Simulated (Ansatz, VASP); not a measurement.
CuW7S16: VASP beside Ansatz

INCAR

```
ALGO = Normal
EDIFF = 1E-7
ENCUT = 520
GGA = PS
ISIF = 2
ISMEAR = 0
LASPH = True
LCHARG = True
LELF = True
LREAL = Auto
LVHAR = True
LWAVE = False
NBANDS = 120
NELM = 100
PREC = Accurate
SIGMA = 0.05
```

File KPOINTS:

```
k-points
0
Gamma
  3 3 2
```

Contents of POSCAR:

```
CuW7S16
1.0
    6.3064000000      0.0000000000      0.0000000000
   -3.1532000000      5.4615026000      0.0000000000
    0.0000000000      0.0000000000     12.3230000000
Cu W S
1 7 16
Direct
    0.1666666667      0.3333333333      0.2500000000
    0.1676727048      0.8338363524      0.2500000000
    0.6661636476      0.3323272952      0.2500000000
    0.6661636476      0.8338363524      0.2500000000
    0.3332879783      0.1667120217      0.7500000000
    0.3332879783      0.6665759565      0.7500000000
    0.8334240435      0.1667120217      0.7500000000
    0.8333333333      0.6666666667      0.7500000000
    0.1666666667      0.3333333333      0.6231304259
    0.1667114820      0.8333557410      0.6230564180
    0.6666442590      0.3332885180      0.6230564180
    0.6666442590      0.8333557410      0.6230564180
    0.3352109330      0.1647890670      0.1237714693
    0.3352109330      0.6704218661      0.1237714693
    0.8295781339      0.1647890670      0.1237714693
    0.8333333333      0.6666666667      0.1238231530
    0.1666666667      0.3333333333      0.8768695741
    0.1667114820      0.8333557410      0.8769435820
    0.6666442590      0.3332885180      0.8769435820
    0.6666442590      0.8333557410      0.8769435820
    0.3352109330      0.1647890670      0.3762285307
    0.3352109330      0.6704218661      0.3762285307
    0.8295781339      0.1647890670      0.3762285307
    0.8333333333      0.6666666667      0.3761768470
```

Input for Ansatz:

```yaml
crystal:
  lattice:
    - [6.3064, 0.0, 0.0]
    - [-3.1532, 5.4615026, 0.0]
    - [0.0, 0.0, 12.323]
  atoms:
    - { symbol: Cu, position: [0.1666666667, 0.3333333333, 0.25] }
    - { symbol: W, position: [0.1676727048, 0.8338363524, 0.25] }
    - { symbol: W, position: [0.6661636476, 0.3323272952, 0.25] }
    - { symbol: W, position: [0.6661636476, 0.8338363524, 0.25] }
    - { symbol: W, position: [0.3332879783, 0.1667120217, 0.75] }
    - { symbol: W, position: [0.3332879783, 0.6665759565, 0.75] }
    - { symbol: W, position: [0.8334240435, 0.1667120217, 0.75] }
    - { symbol: W, position: [0.8333333333, 0.6666666667, 0.75] }
    - { symbol: S, position: [0.1666666667, 0.3333333333, 0.6231304259] }
    - { symbol: S, position: [0.166711482, 0.833355741, 0.623056418] }
    - { symbol: S, position: [0.666644259, 0.333288518, 0.623056418] }
    - { symbol: S, position: [0.666644259, 0.833355741, 0.623056418] }
    - { symbol: S, position: [0.335210933, 0.164789067, 0.1237714693] }
    - { symbol: S, position: [0.335210933, 0.6704218661, 0.1237714693] }
    - { symbol: S, position: [0.8295781339, 0.164789067, 0.1237714693] }
    - { symbol: S, position: [0.8333333333, 0.6666666667, 0.123823153] }
    - { symbol: S, position: [0.1666666667, 0.3333333333, 0.8768695741] }
    - { symbol: S, position: [0.166711482, 0.833355741, 0.876943582] }
    - { symbol: S, position: [0.666644259, 0.333288518, 0.876943582] }
    - { symbol: S, position: [0.666644259, 0.833355741, 0.876943582] }
    - { symbol: S, position: [0.335210933, 0.164789067, 0.3762285307] }
    - { symbol: S, position: [0.335210933, 0.6704218661, 0.3762285307] }
    - { symbol: S, position: [0.8295781339, 0.164789067, 0.3762285307] }
    - { symbol: S, position: [0.8333333333, 0.6666666667, 0.376176847] }
basis:
  ecutwfc: 420
  ecutrho_ratio: 4
kpoints:
  mp_grid: { grid: [3, 3, 2] }
hamiltonian:
  xc: pbesol
scf:
  occupations: { method: gaussian, width: 0.05 }
  lower_state_search: "off"
  max_iter: 150
output:
  forces: true
  stress: true
  eigenvalues: true
  populations: true
  hubbard: { sites: [{ site: 0, l: d }] }
```

Alike in both runs: task single point; functional PBEsol; k mesh 3 × 3 × 2; occupations gaussian, width 0.05 eV; no spin polarisation.

|  | VASP | Ansatz |
| --- | --- | --- |
| version | VASP 6.6.1 | Ansatz 0.2.0 |
| potentials or method | VASP PAW PBE potentials, release 64 (Cu, W_sv, S), cutoff 520 eV | scalar-relativistic, plane waves, PAW |
| valence electrons in the cell | 205 | 213 |

```csv
,VASP,Ansatz,Ansatz less VASP
gap on the k mesh at the Fermi level (eV),none,none,-
pressure (GPa),0.7,0.6,-0.12
"traceless stress, the component that is largest in VASP (GPa)",-0.15,-0.18,-0.034
rms of the force components (eV/Å),0.035,0.038,+0.0030
```

VASP's potentials were made for PBE, not for PBEsol. Atom by atom the forces differ by 0.011 eV/Å (rms over components). A gap of «none» marks a metal or a gap that the smearing closes. With one functional, cell and mesh, what is left measures potentials, basis and numerics. VASP's potentials hold 205 valence electrons a cell and Ansatz's 213, so a difference there can come from the potentials and not from the codes.

The k mesh is coarse, so the values compare programs but aren't converged. Spin-orbit coupling is off throughout.
